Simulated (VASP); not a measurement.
Wanted: the native input for a VASP 6.6.1 run.

| Item | Value |
| --- | --- |
| Task | single point |
| Functional | r2SCAN |
| Potentials or basis | VASP PAW PBE potentials, release 64 (Cu, O) |
| Cutoff | 660 eV |
| k mesh | 14 × 14 × 14 |
| Occupations | fermi-dirac, width 0.05 eV |
| Spin | collinear spin |
| Starting moments | [1.0, 0.0, 0.0] μB |
| Hubbard terms | Cu d U = 4.0 eV |
| Dipole correction | no |
| Further INCAR settings | ALGO = Normal; EDIFF = 1e-06; NBANDS = 22 |

Crystal: CuO2.

```
CELL_PARAMETERS angstrom
0.00000 2.42674 2.42674
2.42674 0.00000 2.42674
2.42674 2.42674 0.00000
ATOMIC_POSITIONS crystal
Cu 0.00000 0.00000 0.00000
O 0.25000 0.25000 0.25000
O 0.75000 0.75000 0.75000
```

One way to write it, as run:

POSCAR

```
CuO2
1.0
    0.0000000000      2.4267396455      2.4267396455
    2.4267396455      0.0000000000      2.4267396455
    2.4267396455      2.4267396455      0.0000000000
Cu O
1 2
Direct
    0.0000000000      0.0000000000      0.0000000000
    0.2500000000      0.2500000000      0.2500000000
    0.7500000000      0.7500000000      0.7500000000
```

INCAR.step1

```
SYSTEM = CuO2
PREC = Accurate ; ENCUT = 660
ISMEAR = -1 ; SIGMA = 0.05
LREAL = .FALSE. ; LASPH = .TRUE.
NELM = 200 ; ISPIN = 2
MAGMOM = 1 0 0 ; LMAXMIX = 4
LDAU = .TRUE. ; LDAUTYPE = 2
LDAUL = 2 -1 ; LDAUU = 4 0
LDAUJ = 0 0 ; NBANDS = 22
GGA = PE ; ALGO = Normal
EDIFF = 1E-5 ; LWAVE = .TRUE.
LCHARG = .FALSE. ; GGA_COMPAT = .FALSE.
```

INCAR.step2

```
SYSTEM = CuO2
PREC = Accurate ; ENCUT = 660
EDIFF = 1E-6 ; ISMEAR = -1
SIGMA = 0.05 ; LREAL = .FALSE.
LASPH = .TRUE. ; NELM = 200
ALGO = Normal ; ISIF = 2
LWAVE = .FALSE. ; LCHARG = .FALSE.
ISPIN = 2 ; MAGMOM = 1 0 0
LORBIT = 11 ; LMAXMIX = 4
LDAU = .TRUE. ; LDAUTYPE = 2
LDAUL = 2 -1 ; LDAUU = 4 0
LDAUJ = 0 0 ; LDAUPRINT = 1
METAGGA = R2SCAN ; LMIXTAU = .TRUE.
NBANDS = 22 ; ISTART = 1
GGA_COMPAT = .FALSE.
```

KPOINTS

```
regular mesh
0
G
  14 14 14
  0 0 0
```

Potentials or basis: VASP PAW PBE potentials, release 64 (Cu, O).

The run is started by

```console
$ cat potpaw_PBE.64/Cu/POTCAR potpaw_PBE.64/O/POTCAR > POTCAR
$ cp INCAR.step1 INCAR
$ mpirun -np 1 vasp_std > vasp.out
$ cp INCAR.step2 INCAR
$ mpirun -np 1 vasp_std > vasp.out
```

Results of the run:

- Pressure: -4.0 GPa
- Band gap on the k mesh: zero (filled and empty bands overlap)
- Net moment: 3.00 μB per cell
- Site moments: Cu +0.75; O +1.02 μB
- Valence electrons inside the program's atomic spheres: Cu 9.79; O 4.84

Caveat: the cell stands under tension; the PAW data sets were made with another functional, which shifts forces and pressure a little; a cell with one magnetic atom can't hold antiferromagnetic order, which such compounds often take.

Run time: 19 min on 1 thread of Oxide Virtual Turin-like Processor, on a shared host, peak memory 0.26 GiB.
